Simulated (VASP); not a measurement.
# TiTe2 (P4_2/nmc) in VASP: relaxation of cell and atoms with r2SCAN

Aim: the relaxation of cell and atoms of TiTe2 with r2SCAN.

Everything below comes from runs of VASP 6.6.1. Logs are shortened: lines on timing, memory, paths and dates and some standing lists are left out, and cuts for length are marked.

## Step 1: The cell of the first run

The structure is tetragonal, space group P4_2/nmc (No. 137). The conventional cell has a = 4.545 Å, b = 4.545 Å, c = 6.598 Å, α = 90.00°, β = 90.00°, γ = 90.00°. Ti (site symmetry -4m2) has 8 Te at 2.62 to 3.03 Å within 3.5 Å. Within 3.5 Å of Te (site symmetry 2mm) lie 4 Ti at 2.62 to 3.03 Å and 6 Te at 3.29 to 3.30 Å.

## Step 2: Relaxation of cell and atoms, r2SCAN

Contents of POSCAR:

```
TiTe2
1.0
    4.5451853460      0.0000000000      0.0000000000
    0.0000000000      4.5451853460      0.0000000000
    0.0000000000      0.0000000000      6.5981013987
Ti Te
2 4
Direct
    0.0000000000      0.0000000000      0.0000000000
    0.5000000000      0.5000000000      0.5000000000
    0.0000000000      0.5000000000      0.3032141976
    0.0000000000      0.5000000000      0.8032141976
    0.5000000000      0.0000000000      0.6967858024
    0.5000000000      0.0000000000      0.1967858024
```

Contents of INCAR.step1:

```
SYSTEM = TiTe2
  PREC = Accurate
  ENCUT = 550
  ISMEAR = 0
  SIGMA = 0.1
  LREAL = .FALSE.
  LASPH = .TRUE.
  NELM = 120
  GGA = PE
  ALGO = Normal
  EDIFF = 1E-5
  LWAVE = .TRUE.
  LCHARG = .FALSE.
  GGA_COMPAT = .FALSE.
  IBRION = 2
  ISIF = 3
  EDIFFG = -0.005
  NELMIN = 4
  NSW = 100
```

Contents of INCAR.step2:

```
SYSTEM = TiTe2
  PREC = Accurate
  ENCUT = 550
  EDIFF = 1E-7
  ISMEAR = 0
  SIGMA = 0.1
  LREAL = .FALSE.
  LASPH = .TRUE.
  NELM = 120
  ALGO = Normal
  ISIF = 3
  LWAVE = .FALSE.
  LCHARG = .FALSE.
  METAGGA = R2SCAN
  LMIXTAU = .TRUE.
  IBRION = 2
  NSW = 80
  EDIFFG = -0.05
  ISTART = 1
  GGA_COMPAT = .FALSE.
  NELMIN = 4
```

Contents of KPOINTS:

```
regular mesh
0
G
  4 4 4
  0 0 0
```

Potentials or basis: VASP PAW PBE potentials, release 64 (Ti_sv, Te).

The run is started by

```sh
$ cat potpaw_PBE.64/Ti_sv/POTCAR potpaw_PBE.64/Te/POTCAR > POTCAR
$ cp INCAR.step1 INCAR
$ mpirun -np 1 vasp_std > vasp.out
$ cp INCAR.step2 INCAR
$ mpirun -np 1 vasp_std > vasp.out
```

OUTCAR:

```text
SYSTEM = TiTe2
   PREC = Accurate
   ENCUT = 550
   EDIFF = 1E-7
   ISMEAR = 0
   LREAL = .FALSE.
   LASPH = .TRUE.
   NELM = 120
   ISIF = 3
   METAGGA = R2SCAN
   IBRION = 2
   NSW = 80
   EDIFFG = -0.05
   ISTART = 1
   NELMIN = 4

 ion  position               nearest neighbor table
   1  0.000  0.000  0.000-   4 2.62   6 2.62   4 2.62   6 2.62   3 3.03   5 3.03   5 3.03   3 3.03

   2  0.500  0.500  0.500-   3 2.62   5 2.62   5 2.62   3 2.62   4 3.03   6 3.03   6 3.03   4 3.03

   3  0.000  0.500  0.303-   2 2.62   2 2.62   1 3.03   1 3.03   6 3.29   6 3.29   6 3.29   6 3.29
                             4 3.30   4 3.30
   4  0.000  0.500  0.803-   1 2.62   1 2.62   2 3.03   2 3.03   5 3.29   5 3.29   5 3.29   5 3.29
                             3 3.30   3 3.30
   5  0.500  0.000  0.697-   2 2.62   2 2.62   1 3.03   1 3.03   4 3.29   4 3.29   4 3.29   4 3.29
                             6 3.30   6 3.30
   6  0.500  0.000  0.197-   1 2.62   1 2.62   2 3.03   2 3.03   3 3.29   3 3.29   3 3.29   3 3.29
                             5 3.30   5 3.30

  LATTYP: Found a simple tetragonal cell.
 ALAT       =     4.5451853460
 C/A-ratio  =     1.4516682811

  Lattice vectors:

 A1 = (   4.5451853460,   0.0000000000,   0.0000000000)
 A2 = (   0.0000000000,   4.5451853460,   0.0000000000)
 A3 = (   0.0000000000,   0.0000000000,   6.5981013987)

Analysis of symmetry for initial positions (statically):
=====================================================================
 Subroutine PRICEL returns:
 Original cell was already a primitive cell.

 Routine SETGRP: Setting up the symmetry group for a
 simple tetragonal supercell.

 Subroutine GETGRP returns: Found 16 space group operations
 (whereof  8 operations were pure point group operations)
 out of a pool of 16 trial point group operations.

The static configuration has the point symmetry D_2d.
 The point group associated with its full space group is D_4h.

Analysis of symmetry for dynamics (positions and initial velocities):
=====================================================================
 Subroutine PRICEL returns:
 Original cell was already a primitive cell.

 Routine SETGRP: Setting up the symmetry group for a
 simple tetragonal supercell.

 Subroutine GETGRP returns: Found 16 space group operations
 (whereof  8 operations were pure point group operations)
 out of a pool of 16 trial point group operations.

The dynamic configuration has the point symmetry D_2d.
 The point group associated with its full space group is D_4h.

 Subroutine INISYM returns: Found 16 space group operations
 (whereof  8 operations are pure point group operations),
 and found     1 'primitive' translations

----------------------------------------------------------------------------------------

                                     Primitive cell

  volume of cell :     136.3083

  direct lattice vectors                    reciprocal lattice vectors
     4.545185346  0.000000000  0.000000000     0.220013030  0.000000000  0.000000000
     0.000000000  4.545185346  0.000000000     0.000000000  0.220013030  0.000000000
     0.000000000  0.000000000  6.598101399     0.000000000  0.000000000  0.151558750

  length of vectors
     4.545185346  4.545185346  6.598101399     0.220013030  0.220013030  0.151558750

  position of ions in fractional coordinates (direct lattice)
     0.000000000  0.000000000  0.000000000
     0.500000000  0.500000000  0.500000000
     0.000000000  0.500000000  0.303214198
     0.000000000  0.500000000  0.803214198
     0.500000000  0.000000000  0.696785802
     0.500000000  0.000000000  0.196785802

  ion indices of the primitive-cell ions
   primitive index   ion index
                 1           1
                 2           2
                 3           3
                 4           4
                 5           5
                 6           6

----------------------------------------------------------------------------------------

 KPOINTS: regular mesh

Automatic generation of k-mesh.
 Grid dimensions read from file:
 generate k-points for:    4    4    4

 Generating k-lattice:

  Cartesian coordinates                     Fractional coordinates (reciprocal lattice)
     0.055003258  0.000000000  0.000000000     0.250000000  0.000000000  0.000000000
     0.000000000  0.055003258  0.000000000     0.000000000  0.250000000  0.000000000
     0.000000000  0.000000000  0.037889687     0.000000000  0.000000000  0.250000000

  Length of vectors
     0.055003258  0.055003258  0.037889687

  Shift w.r.t. Gamma in fractional coordinates (k-lattice)
     0.000000000  0.000000000  0.000000000

 Subroutine IBZKPT returns following result:
 ===========================================

 Found     18 irreducible k-points:

 Following reciprocal coordinates:
            Coordinates               Weight
  0.000000  0.000000  0.000000      1.000000
  0.250000  0.000000  0.000000      4.000000
  0.500000  0.000000  0.000000      2.000000
  0.250000  0.250000  0.000000      4.000000
  0.500000  0.250000  0.000000      4.000000
  0.500000  0.500000  0.000000      1.000000
[... 10 lines left out ...]
  0.500000  0.250000  0.500000      4.000000
  0.500000  0.500000  0.500000      1.000000
   k-points           NKPTS =     18   k-points in BZ     NKDIM =     18   number of bands    NBANDS=     28
   number of dos      NEDOS =    301   number of ions     NIONS =      6
   total plane-waves  NPLWV =  64800
   dimension x,y,z NGX =    36 NGY =   36 NGZ =   50
   dimension x,y,z NGXF=    72 NGYF=   72 NGZF=  100
   ions per type =               2   4
   NGX,Y,Z   is equivalent  to a cutoff of  13.17, 13.17, 12.60 a.u.
   NGXF,Y,Z  is equivalent  to a cutoff of  26.33, 26.33, 25.20 a.u.
 SYSTEM =  TiTe2
   PREC   = accura    normal or accurate (medium, high low for compatibility)
   ISTART =      1    job   : 0-new  1-cont  2-samecut
   ICHARG =      0    charge: 1-file 2-atom 10-const
   ISPIN  =      1    spin polarized calculation?
   LNONCOLLINEAR =      F non collinear calculations
   LSORBIT =      F    spin-orbit coupling
   LASPH  =      T    aspherical Exc in radial PAW
   ENCUT  =  550.0 eV  40.42 Ry    6.36 a.u.   8.69  8.69 12.62*2*pi/ulx,y,z
   NELM   =    120;   NELMIN=  4; NELMDL=  0     # of ELM steps
   EDIFF  = 0.1E-06   stopping-criterion for ELM
   LREAL  =      F    real-space projection
   EDIFFG = -.5E-01   stopping-criterion for IOM
   NSW    =     80    number of steps for IOM
   IBRION =      2    ionic relax: 0-MD 1-quasi-New 2-CG
   NFREE  =      1    steps in history (QN), initial steepest desc. (CG)
   ISIF   =      3    stress and relaxation
   ISYM   =      2    0-nonsym 1-usesym 2-fastsym
   POTIM  = 0.5000    time-step for ionic-motion
   TEBEG  =    0.0;   TEEND  =   0.0 temperature during run
   PSTRESS=    0.0 pullay stress
   NELECT =      48.0000    total number of electrons
   NUPDOWN=      -1.0000    fix difference up-down
   EMIN   =  10.00;   EMAX   =-10.00  energy-range for DOS
   EFERMI =   0.00;   METHOD = LEGACY
   ISMEAR =     0;   SIGMA  =   0.10  broadening in eV -4-tet -1-fermi 0-gaus
   EFERMI_NEDOS =   21; number of points for ismear=-14 and -15
   IALGO  =     38    algorithm
   IMIX   =      4    mixing-type and parameters
     AMIX     =   0.40;   BMIX     =  1.00
     AMIX_MAG =   1.60;   BMIX_MAG =  1.00
  volume/ion in A,a.u.               =      22.72       153.31
  Fermi-wavevector in a.u.,A,eV,Ry     =   1.156062  2.184641 18.183910  1.336480
  Thomas-Fermi vector in A             =   2.292686
   LORBIT       =      0    0 simple, 1 ext, 2 COOP (PROOUT), +10 PAW based schemes
   METAGGA = R2SCAN    functional components
   LHFCALC =     F    Hartree Fock is set to
   AEXX    =    0.0000 exact exchange contribution
   IVDW    =     0    specifies the selected vdW correction
   LEPSILON=     F    determine dielectric tensor
   LRPA    =     F    only Hartree local field effects (RPA)
 conjugate gradient relaxation of ions
 non-spin polarized calculation
 Gauss-broadening in eV      SIGMA  =   0.10
  energy-cutoff  :      550.00
  volume of cell :      136.31
 maximum number of plane-waves:      4025
 NGX is ok and might be reduce to    36
   NGX = 17   NGY = 17   NGZ = 25

--------------------------------------- Ionic step        1  -------------------------------------------

 number of electron      47.9999999 magnetization

 Free energy of the ion-electron system (eV)
  ---------------------------------------------------
  ext. energy  EPLUGINS =         0.00000000
  ---------------------------------------------------
  free energy    TOTEN  =      -128.59373402 eV

  energy without entropy =     -128.58033387  energy(sigma->0) =     -128.58703395

------------------------ aborting loop because EDIFF is reached ----------------------------------------

  FORCE on cell =-STRESS in cart. coord.  units (eV):
  Direction    XX          YY          ZZ          XY          YZ          ZX
  --------------------------------------------------------------------------------------
  -------------------------------------------------------------------------------------
  Total       16.9842685     16.9842685     15.3614904      0.0000000      0.0000000     -0.0000000
  in kB      199.6343404    199.6343404    180.5600871      0.0000000      0.0000000     -0.0000000
  external PRESSURE =     193.2762560 kB  Pullay stress =       0.0000000 kB
[... 25 lines left out ...]
  energy  without entropy=     -128.5803338732  energy(sigma->0) =     -128.58703395

--------------------------------------- Ionic step        2  -------------------------------------------

 number of electron      48.0000008 magnetization

 E-fermi :   4.9881     XC(G=0):  -9.3741

 val. band max:        4.9798958088   @ k =   0.0000   0.0000   0.5000
 cond. band min:       5.0352901557   @ k =   0.0000   0.0000   0.2500
 fundamental gap:      0.0553943470
 Fermi energy:         4.9881431107

 k-point     1 :       0.0000    0.0000    0.0000
  band No.  band energies     occupation
      1     -55.7626      2.00000
      2     -55.7624      2.00000
      3     -30.9526      2.00000
      4     -30.9515      2.00000
      5     -30.9188      2.00000
      6     -30.9188      2.00000
[... 744 lines left out ...]
  energy  without entropy=     -130.0643351262  energy(sigma->0) =     -130.07326888

--------------------------------------- Ionic step        7  -------------------------------------------

 number of electron      48.0000002 magnetization

 Free energy of the ion-electron system (eV)
  ---------------------------------------------------
  ext. energy  EPLUGINS =         0.00000000
  ---------------------------------------------------
  free energy    TOTEN  =      -130.08375426 eV

  energy without entropy =     -130.06585181  energy(sigma->0) =     -130.07480304

 E-fermi :   7.0670     XC(G=0): -10.2193

 val. band max:        7.0477950756   @ k =   0.0000   0.0000   0.0000
 cond. band min:       7.0933825565   @ k =   0.0000   0.0000   0.2500
 fundamental gap:      0.0455874809
 Fermi energy:         7.0670161857

 k-point     1 :       0.0000    0.0000    0.0000
  band No.  band energies     occupation
      1     -53.3357      2.00000
      2     -53.3356      2.00000
      3     -28.5643      2.00000
      4     -28.5605      2.00000
      5     -28.5278      2.00000
      6     -28.5278      2.00000
[... 580 lines left out ...]
  FREE ENERGIE OF THE ION-ELECTRON SYSTEM (eV)
  ---------------------------------------------------
  free  energy   TOTEN  =      -130.0837542638 eV

  energy  without entropy=     -130.0658518123  energy(sigma->0) =     -130.07480304

 reached required accuracy - stopping structural energy minimisation
```

Run time: 22 min. Hardware: 1 thread of Intel Xeon 6975P-C (Granite Rapids), shared host; peak memory 0.3 GiB.

What came out:

| Item | Value |
| --- | --- |
| Free energy | -130.0838 eV |
| Relaxed volume | 27.49 Å³/atom |
| Relaxed cell | a = 4.823 Å, b = 4.823 Å, c = 7.091 Å, α = 90.00°, β = 90.00°, γ = 90.00° |
| Space group after relaxing (to 0.1 Å) | P4_2/nmc (No. 137) |
| Energy gained by relaxing | 248.3 meV/atom |
| Ionic steps | 7 |
| Pressure after relaxing | 0.2 GPa |
| Largest force after relaxing | 0.011 eV/Å |
| Band gap on the k mesh | zero (bands 24 and 25 overlap by 0.09 eV) |

Forces on the atoms (eV/Å):
```
Ti   0.000  0.000  0.000
Ti   0.000  0.000  0.000
Te   0.000  0.000 -0.011
Te   0.000  0.000 -0.011
Te   0.000  0.000  0.011
Te   0.000  0.000  0.011
```

The path:
| step | energy change (eV) | largest force (eV/Å) | pressure (GPa) | volume (Å³) |
| --- | --- | --- | --- | --- |
| 1 | 0.0000 | 0.4598 | 19.33 | 136.31 |
| 2 | -0.5087 | 0.2225 | -8.08 | 197.83 |
| 3 | -1.4844 | 0.0067 | -0.25 | 165.84 |
| 4 | -1.4850 | 0.0134 | 0.00 | 165.21 |
| 5 | -1.4846 | 0.0198 | 0.25 | 164.60 |
| 6 | -1.4885 | 0.0163 | 0.21 | 164.72 |
| 7 | -1.4900 | 0.0110 | 0.18 | 164.92 |

Final structure:
```cif
data_structure
_symmetry_space_group_name_H-M 'P 1'
_symmetry_Int_Tables_number 1
_cell_length_a 4.8226
_cell_length_b 4.8226
_cell_length_c 7.0909
_cell_angle_alpha 90.000
_cell_angle_beta 90.000
_cell_angle_gamma 90.000
_cell_volume 164.92
loop_
_atom_site_label
_atom_site_type_symbol
_atom_site_fract_x
_atom_site_fract_y
_atom_site_fract_z
_atom_site_occupancy
Ti1 Ti 0.00000 0.00000 0.00000 1
Ti2 Ti 0.50000 0.50000 0.50000 1
Te1 Te 0.00000 0.50000 0.30116 1
Te2 Te 0.00000 0.50000 0.80116 1
Te3 Te 0.50000 0.00000 0.69884 1
Te4 Te 0.50000 0.00000 0.19884 1
```

Caveat: the volume moved by over 15 % at a fixed basis, so the end points are rough; the highest band is partly filled, so the run has too few bands; the PAW data sets were made with another functional, which shifts forces and pressure a little; spin-orbit coupling is left out, which moves the levels of the heavy elements.

The gap in the log of VASP goes by the Fermi energy; the results here count the filled bands.